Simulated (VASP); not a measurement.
# Au in VASP: notebook

Runs on Au. Level: PBE. Tasks: single point.

Program: VASP 6.6.1. These are calculated values, not measurements. Logs are shortened: lines on timing, memory, paths and dates and some standing lists are left out, and cuts for length are marked.

## 1. The cell of the first run

The cell holds a slab with vacuum, 7 atoms: a = 2.940 Å, b = 4.158 Å, c = 23.821 Å, α = 90.00°, β = 90.00°, γ = 90.00°.

## 2. Single point, PBE

Contents of INCAR:

```
PREC = Accurate ; ENCUT = 520
EDIFF = 1E-6 ; ISMEAR = 0
SIGMA = 0.1 ; LREAL = False
LASPH = True ; NELM = 60
ALGO = Normal ; ISIF = 2
LWAVE = False ; LCHARG = True
LDIPOL = True ; IDIPOL = 3
DIPOL = 0.5 0.5 0.500 ; GGA = PE
LELF = True ; LVHAR = True
LVACPOTAV = True ; EFIELD = -0.6
NBANDS = 48
```

Contents of KPOINTS:

```
regular mesh
0
Gamma
  12 8 1
```

Contents of POSCAR:

```
Au
1.0
    2.9402155410      0.0000000000      0.0000000000
    0.0000000000      4.1580926944      0.0000000000
    0.0000000000      0.0000000000     23.8206466230
Au
7
Direct
    0.5000000000      0.5000000000      0.3148529139
    0.0000000000      0.0000000000      0.3765686093
    0.5000000000      0.5000000000      0.4382843046
    0.0000000000      0.0000000000      0.5000000000
    0.5000000000      0.5000000000      0.5617156954
    0.0000000000      0.0000000000      0.6234313907
    0.5000000000      0.5000000000      0.6851470861
```

Potentials or basis: VASP PAW PBE potentials, release 64 (Au).

Started as:

```console
$ cat potpaw_PBE.64/Au/POTCAR > POTCAR
$ mpirun -np 1 vasp_std > vasp.out
```

OUTCAR:

```text
PREC = Accurate
   ENCUT = 520
   EDIFF = 1E-6
   ISMEAR = 0
   LREAL = False
   LASPH = True
   NELM = 60
   ISIF = 2
   GGA = PE

 ion  position               nearest neighbor table
   1  0.500  0.500  0.315-   3 2.94   2 2.94   2 2.94   2 2.94   2 2.94
   2  0.000  0.000  0.377-   4 2.94   3 2.94   3 2.94   3 2.94   3 2.94   1 2.94   1 2.94   1 2.94
                             1 2.94
   3  0.500  0.500  0.438-   1 2.94   2 2.94   2 2.94   2 2.94   2 2.94   4 2.94   4 2.94   4 2.94
                             4 2.94   5 2.94
   4  0.000  0.000  0.500-   2 2.94   6 2.94   5 2.94   3 2.94   3 2.94   5 2.94   3 2.94   5 2.94
                             3 2.94   5 2.94
   5  0.500  0.500  0.562-   7 2.94   6 2.94   6 2.94   6 2.94   6 2.94   4 2.94   4 2.94   4 2.94
                             4 2.94   3 2.94
   6  0.000  0.000  0.623-   4 2.94   5 2.94   5 2.94   5 2.94   5 2.94   7 2.94   7 2.94   7 2.94
                             7 2.94
   7  0.500  0.500  0.685-   5 2.94   6 2.94   6 2.94   6 2.94   6 2.94

  LATTYP: Found a simple orthorhombic cell.
 ALAT       =     2.9402155410
 B/A-ratio  =     1.4142135624
 C/A-ratio  =     8.1016667965

  Lattice vectors:

 A1 = (   2.9402155410,   0.0000000000,   0.0000000000)
 A2 = (   0.0000000000,   4.1580926944,   0.0000000000)
 A3 = (   0.0000000000,   0.0000000000,  23.8206466230)

Analysis of symmetry for initial positions (statically):
=====================================================================
 Subroutine PRICEL returns:
 Original cell was already a primitive cell.

 Routine SETGRP: Setting up the symmetry group for a
 simple orthorhombic supercell.

 Subroutine GETGRP returns: Found  8 space group operations
 (whereof  8 operations were pure point group operations)
 out of a pool of  8 trial point group operations.

The static configuration has the point symmetry D_2h.

Analysis of symmetry for dynamics (positions and initial velocities):
=====================================================================
 An external electric field (EFIELD) may reduce the allowed symmetry operations
 Subroutine PRICEL returns:
 Original cell was already a primitive cell.

 Routine SETGRP: Setting up the symmetry group for a
 simple orthorhombic supercell.

 Subroutine GETGRP returns: Found  4 space group operations
 (whereof  4 operations were pure point group operations)
 out of a pool of  8 trial point group operations.

The dynamic configuration has the point symmetry C_2v.

 Subroutine INISYM returns: Found  4 space group operations
 (whereof  4 operations are pure point group operations),
 and found     1 'primitive' translations

----------------------------------------------------------------------------------------

                                     Primitive cell

  volume of cell :     291.2238

  direct lattice vectors                    reciprocal lattice vectors
     2.940215541  0.000000000  0.000000000     0.340111120  0.000000000  0.000000000
     0.000000000  4.158092694  0.000000000     0.000000000  0.240494879  0.000000000
     0.000000000  0.000000000 23.820646623     0.000000000  0.000000000  0.041980389

  length of vectors
     2.940215541  4.158092694 23.820646623     0.340111120  0.240494879  0.041980389

  position of ions in fractional coordinates (direct lattice)
     0.500000000  0.500000000  0.314852914
     0.000000000  0.000000000  0.376568609
     0.500000000  0.500000000  0.438284305
     0.000000000  0.000000000  0.500000000
     0.500000000  0.500000000  0.561715695
     0.000000000  0.000000000  0.623431391
     0.500000000  0.500000000  0.685147086

  ion indices of the primitive-cell ions
   primitive index   ion index
                 1           1
                 2           2
                 3           3
                 4           4
                 5           5
                 6           6
                 7           7

----------------------------------------------------------------------------------------

 KPOINTS: regular mesh

Automatic generation of k-mesh.
 Grid dimensions read from file:
 generate k-points for:   12    8    1

 Generating k-lattice:

  Cartesian coordinates                     Fractional coordinates (reciprocal lattice)
     0.028342593  0.000000000  0.000000000     0.083333333  0.000000000  0.000000000
     0.000000000  0.030061860  0.000000000     0.000000000  0.125000000  0.000000000
     0.000000000  0.000000000  0.041980389     0.000000000  0.000000000  1.000000000

  Length of vectors
     0.028342593  0.030061860  0.041980389

  Shift w.r.t. Gamma in fractional coordinates (k-lattice)
     0.000000000  0.000000000  0.000000000

 Subroutine IBZKPT returns following result:
 ===========================================

 Found     35 irreducible k-points:

 Following reciprocal coordinates:
            Coordinates               Weight
  0.000000  0.000000  0.000000      1.000000
  0.083333  0.000000  0.000000      2.000000
  0.166667  0.000000  0.000000      2.000000
  0.250000  0.000000  0.000000      2.000000
  0.333333  0.000000  0.000000      2.000000
  0.416667  0.000000  0.000000      2.000000
[... 16 lines left out ...]
  0.083333  0.375000  0.000000      4.000000
  0.166667  0.375000  0.000000      4.000000
 [... further k-points ...]
   k-points           NKPTS =     35   k-points in BZ     NKDIM =     35   number of bands    NBANDS=     48
   number of dos      NEDOS =    301   number of ions     NIONS =      7
   total plane-waves  NPLWV = 138240
   dimension x,y,z NGX =    24 NGY =   32 NGZ =  180
   dimension x,y,z NGXF=    48 NGYF=   64 NGZF=  360
   ions per type =               7
   NGX,Y,Z   is equivalent  to a cutoff of  13.57, 12.79, 12.56 a.u.
   NGXF,Y,Z  is equivalent  to a cutoff of  27.14, 25.59, 25.12 a.u.
 SYSTEM =  unknown system
   PREC   = accura    normal or accurate (medium, high low for compatibility)
   ISTART =      0    job   : 0-new  1-cont  2-samecut
   ICHARG =      2    charge: 1-file 2-atom 10-const
   ISPIN  =      1    spin polarized calculation?
   LNONCOLLINEAR =      F non collinear calculations
   LSORBIT =      F    spin-orbit coupling
   LASPH  =      T    aspherical Exc in radial PAW
   ENCUT  =  520.0 eV  38.22 Ry    6.18 a.u.   5.47  7.73 44.29*2*pi/ulx,y,z
   NELM   =     60;   NELMIN=  2; NELMDL= -5     # of ELM steps
   EDIFF  = 0.1E-05   stopping-criterion for ELM
   LREAL  =      F    real-space projection
   EDIFFG = 0.1E-04   stopping-criterion for IOM
   NSW    =      0    number of steps for IOM
   IBRION =     -1    ionic relax: 0-MD 1-quasi-New 2-CG
   NFREE  =      0    steps in history (QN), initial steepest desc. (CG)
   ISIF   =      2    stress and relaxation
   ISYM   =      2    0-nonsym 1-usesym 2-fastsym
   POTIM  = 0.5000    time-step for ionic-motion
   TEBEG  =    0.0;   TEEND  =   0.0 temperature during run
   PSTRESS=    0.0 pullay stress
   NELECT =      77.0000    total number of electrons
   NUPDOWN=      -1.0000    fix difference up-down
   EMIN   =  10.00;   EMAX   =-10.00  energy-range for DOS
   EFERMI =   0.00;   METHOD = LEGACY
   ISMEAR =     0;   SIGMA  =   0.10  broadening in eV -4-tet -1-fermi 0-gaus
   EFERMI_NEDOS =   21; number of points for ismear=-14 and -15
   IALGO  =     38    algorithm
   IMIX   =      4    mixing-type and parameters
     AMIX     =   0.40;   BMIX     =  1.00
     AMIX_MAG =   1.60;   BMIX_MAG =  1.00
  volume/ion in A,a.u.               =      41.60       280.75
  Fermi-wavevector in a.u.,A,eV,Ry     =   1.050742  1.985615 15.021633  1.104059
  Thomas-Fermi vector in A             =   2.185757
   LORBIT       =      0    0 simple, 1 ext, 2 COOP (PROOUT), +10 PAW based schemes
   GGA     = PE    functional components
   LHFCALC =     F    Hartree Fock is set to
   AEXX    =    0.0000 exact exchange contribution
   IVDW    =     0    specifies the selected vdW correction
   LEPSILON=     F    determine dielectric tensor
   LRPA    =     F    only Hartree local field effects (RPA)
 non-spin polarized calculation
 Gauss-broadening in eV      SIGMA  =   0.10
  energy-cutoff  :      520.00
  volume of cell :      291.22
 maximum number of plane-waves:      7905
 NGX is ok and might be reduce to    24
   NGX = 11   NGY = 15   NGZ = 89

 dipolmoment           0.000000      0.000000      0.000000 electrons x Angstroem

 number of electron      76.9999988 magnetization

 dipolmoment           0.000000      0.000000     -0.464339 electrons x Angstroem

 Free energy of the ion-electron system (eV)
  ---------------------------------------------------
  ext. energy  EPLUGINS =         0.00000000
  ---------------------------------------------------
  free energy    TOTEN  =       -21.24337866 eV

  energy without entropy =      -21.23375832  energy(sigma->0) =      -21.23856849

 E-fermi :   0.8214     XC(G=0):  -6.1246

 val. band max:        0.8176586753   @ k =   0.3333   0.0000   0.0000
 cond. band min:       0.8664259048   @ k =   0.4167   0.3750   0.0000
 fundamental gap:      0.0487672296
 Fermi energy:         0.8214017041

 k-point     1 :       0.0000    0.0000    0.0000
  band No.  band energies     occupation
      1      -8.0257      2.00000
      2      -6.9128      2.00000
      3      -5.5715      2.00000
      4      -5.4683      2.00000
      5      -5.1447      2.00000
      6      -5.0168      2.00000
[... 40 lines left out ...]
     47       6.5820      0.00000
     48       7.2250      0.00000

 k-point     2 :       0.0833    0.0000    0.0000
  band No.  band energies     occupation
      1      -7.8732      2.00000
      2      -6.7698      2.00000
      3      -5.4586      2.00000
      4      -5.3460      2.00000
      5      -5.0778      2.00000
      6      -4.8845      2.00000
[... 40 lines left out ...]
     47       6.5844      0.00000
     48       7.3790      0.00000

 k-point     3 :       0.1667    0.0000    0.0000
  band No.  band energies     occupation
      1      -7.4334      2.00000
      2      -6.3771      2.00000
      3      -5.2235      2.00000
      4      -5.0762      2.00000
      5      -4.8491      2.00000
      6      -4.6717      2.00000
[... 40 lines left out ...]
     47       6.6018      0.00000
     48       7.4628      0.00000

 k-point     4 :       0.2500    0.0000    0.0000
  band No.  band energies     occupation
      1      -6.7639      2.00000
      2      -5.8667      2.00000
      3      -5.1401      2.00000
      4      -4.8672      2.00000
      5      -4.7918      2.00000
      6      -4.7001      2.00000
[... 958 lines left out ...]
     47       5.9421      0.00000
     48       6.8202      0.00000

 k-point    23 :       0.0833    0.3750    0.0000
  band No.  band energies     occupation
      1      -6.5251      2.00000
      2      -5.9387      2.00000
      3      -5.6448      2.00000
      4      -5.3428      2.00000
      5      -5.2122      2.00000
      6      -4.8142      2.00000
[... 40 lines left out ...]
     47       6.0331      0.00000
     48       6.9456      0.00000

 k-point    24 :       0.1667    0.3750    0.0000
  band No.  band energies     occupation
      1      -6.1936      2.00000
      2      -5.5493      2.00000
      3      -5.2984      2.00000
      4      -4.9977      2.00000
      5      -4.9112      2.00000
      6      -4.5947      2.00000
[... 40 lines left out ...]
     47       6.3129      0.00000
     48       7.3221      0.00000

 [... further k-points ...]
[... 5 lines left out ...]
  --------------------------------------------------------------------------------------
  -------------------------------------------------------------------------------------
  Total       -4.4086297     -2.7703284     -1.5627859      0.0000000      0.0000000      0.0000000
  in kB      -24.2542207    -15.2410521     -8.5977176      0.0000000      0.0000000      0.0000000
  external PRESSURE =     -16.0309968 kB  Pullay stress =       0.0000000 kB

 VOLUME and BASIS-vectors are now :
 -----------------------------------------------------------------------------
  energy-cutoff  :      520.00
  volume of cell :      291.22
      direct lattice vectors                 reciprocal lattice vectors
     2.940215541  0.000000000  0.000000000     0.340111120  0.000000000  0.000000000
     0.000000000  4.158092694  0.000000000     0.000000000  0.240494879  0.000000000
     0.000000000  0.000000000 23.820646623     0.000000000  0.000000000  0.041980389

 POSITION                                       TOTAL-FORCE (eV/Angst)
 -----------------------------------------------------------------------------------
      1.47011      2.07905      7.50000         0.000000      0.000000      0.399118
      0.00000      0.00000      8.97011         0.000000      0.000000     -0.432578
      1.47011      2.07905     10.44022         0.000000      0.000000      0.067402
      0.00000      0.00000     11.91032         0.000000      0.000000     -0.013263
      1.47011      2.07905     13.38043         0.000000      0.000000     -0.017867
      0.00000      0.00000     14.85054         0.000000      0.000000      0.429837
      1.47011      2.07905     16.32065         0.000000      0.000000     -0.432650
 -----------------------------------------------------------------------------------
    total drift:                                0.000000     -0.000000     -0.000241

  FREE ENERGIE OF THE ION-ELECTRON SYSTEM (eV)
  ---------------------------------------------------
  free  energy   TOTEN  =       -21.2433786560 eV

  energy  without entropy=      -21.2337583239  energy(sigma->0) =      -21.23856849
```

Run time: 13 min. Hardware: 1 thread of Intel Xeon 6975P-C (Granite Rapids), shared host; peak memory 0.57 GiB.

Results:

* Free energy: -21.2434 eV
* Largest force: 0.433 eV/Å
* Band gap on the k mesh: zero (an odd number of electrons rules out a gap without spin polarisation)

Forces in eV/Å, atoms in the order of the input:
```
Au   0.000  0.000  0.399
Au   0.000  0.000 -0.433
Au   0.000  0.000  0.067
Au   0.000  0.000 -0.013
Au   0.000  0.000 -0.018
Au   0.000  0.000  0.430
Au   0.000  0.000 -0.433
```

Levels at points of the mesh, in eV from the Fermi level:
| k point | band 36 | band 37 | band 38 | band 39 | band 40 | band 41 | band 42 | band 43 |
| --- | --- | --- | --- | --- | --- | --- | --- | --- |
| (0.00, 0.00, 0.00) | -1.89 | -1.72 | -1.59 | -1.12 | 0.39 | 2.11 | 2.30 | 3.04 |
| (0.50, 0.00, 0.00) | -0.16 | -0.12 | 0.26 | 0.32 | 0.83 | 1.20 | 1.73 | 3.53 |
| (0.00, 0.50, 0.00) | -1.84 | -1.81 | -1.77 | -1.76 | -1.44 | -0.71 | 0.11 | 0.76 |
| (0.50, 0.50, 0.00) | 0.23 | 0.33 | 1.99 | 2.23 | 2.86 | 2.87 | 3.00 | 3.14 |

Caveat: spin-orbit coupling is left out, which moves the levels of the heavy elements.

## 3. Single point, PBE

Contents of INCAR:

```
ALGO     = Normal         # electronic algorithm
EDIFF    = 1E-6           # SCF threshold, eV
ENCUT    = 520            # plane-wave cutoff, eV
GGA      = PE             # functional
ISIF     = 2              # what is computed and relaxed
ISMEAR   = 0              # smearing method
LASPH    = T              # aspherical terms in the spheres
LCHARG   = T              # write CHGCAR
LELF     = T              # ELF
LREAL    = F              # projectors in reciprocal space
LVHAR    = T            
LWAVE    = F              # write WAVECAR
NBANDS   = 48             # bands
NELM     = 80             # most SCF steps
PREC     = Accurate       # precision mode
SIGMA    = 0.1            # smearing width, eV
```

Contents of KPOINTS:

```
k-points
0
Gamma
  12 8 1
```

POSCAR is that of step 2.

Potentials or basis: VASP PAW PBE potentials, release 64 (Au).

Started as:

```console
$ cat potpaw_PBE.64/Au/POTCAR > POTCAR
$ mpirun -np 1 vasp_std > vasp.out
```

It took 5 min on 1 thread of Intel Xeon 6975P-C (Granite Rapids), shared host; peak memory 0.57 GiB.

It converged, with:

| Property | Result |
| --- | --- |
| Free energy | -21.1042 eV |
| Largest force | 0.431 eV/Å |
| Band gap on the k mesh | zero (an odd number of electrons rules out a gap without spin polarisation) |

Forces on the atoms (eV/Å):
```
Au   0.000  0.000  0.426
Au   0.000  0.000 -0.431
Au   0.000  0.000  0.044
Au   0.000  0.000  0.000
Au   0.000  0.000 -0.044
Au   0.000  0.000  0.431
Au   0.000  0.000 -0.426
```

Levels at points of the mesh, in eV from the Fermi level:
| k point | band 35 | band 36 | band 37 | band 38 | band 39 | band 40 | band 41 | band 42 | band 43 | band 44 |
| --- | --- | --- | --- | --- | --- | --- | --- | --- | --- | --- |
| (0.00, 0.00, 0.00) | -1.94 | -1.89 | -1.72 | -1.59 | -1.12 | 0.39 | 2.11 | 2.37 | 4.06 | 4.10 |
| (0.50, 0.00, 0.00) | -1.62 | -0.16 | -0.12 | 0.26 | 0.32 | 0.83 | 1.20 | 1.72 | 3.56 | 4.03 |
| (0.00, 0.50, 0.00) | -1.89 | -1.85 | -1.80 | -1.77 | -1.76 | -1.44 | -0.71 | 0.10 | 0.78 | 1.52 |
| (0.50, 0.50, 0.00) | -1.60 | 0.23 | 0.33 | 1.99 | 2.23 | 2.86 | 2.87 | 3.01 | 3.14 | 3.21 |

Caveat: there is no dipole correction, which matters where the two faces differ; spin-orbit coupling is left out, which moves the levels of the heavy elements.

## 4. Single point, PBE

Contents of INCAR:

```
PREC = Accurate ; ENCUT = 520
EDIFF = 1E-6 ; ISMEAR = 0
SIGMA = 0.1 ; LREAL = False
LASPH = True ; NELM = 60
ALGO = Fast ; ISIF = 2
LWAVE = False ; LCHARG = True
LDIPOL = True ; IDIPOL = 3
DIPOL = 0.5 0.5 0.500 ; GGA = PE
LELF = True ; LVHAR = True
LVACPOTAV = True ; EFIELD = -0.6
NBANDS = 48
```

Contents of KPOINTS:

```
regular mesh
0
Gamma
  12 8 1
```

POSCAR is that of step 3.

Started as:

```console
$ cat potpaw_PBE.64/Au/POTCAR > POTCAR
$ mpirun -np 1 vasp_std > vasp.out
```

Run time: 25 min. Hardware: 1 thread of Oxide Virtual Turin-like, shared host; peak memory 0.55 GiB.

The run converged. Its results:

* Free energy: -21.2434 eV
* Largest force: 0.433 eV/Å
* Band gap on the k mesh: zero (an odd number of electrons rules out a gap without spin polarisation)

Forces in eV/Å, atoms in the order of the input:
```
Au   0.000  0.000  0.399
Au   0.000  0.000 -0.433
Au   0.000  0.000  0.067
Au   0.000  0.000 -0.013
Au   0.000  0.000 -0.018
Au   0.000  0.000  0.430
Au   0.000  0.000 -0.433
```

Levels at points of the mesh, in eV from the Fermi level:
```
           k point  band 36  band 37  band 38  band 39  band 40  band 41  band 42  band 43
(0.00, 0.00, 0.00)    -1.89    -1.72    -1.59    -1.12     0.39     2.11     2.30     3.08
(0.50, 0.00, 0.00)    -0.16    -0.12     0.26     0.32     0.83     1.20     1.73     3.53
(0.00, 0.50, 0.00)    -1.84    -1.81    -1.76    -1.76    -1.44    -0.71     0.11     0.76
(0.50, 0.50, 0.00)     0.23     0.33     2.00     2.23     2.86     2.87     3.00     3.14
```

Caveat: spin-orbit coupling is left out, which moves the levels of the heavy elements.

[end of part 1 of 2]

The gap in the log of VASP goes by the Fermi energy; the results here count the filled bands.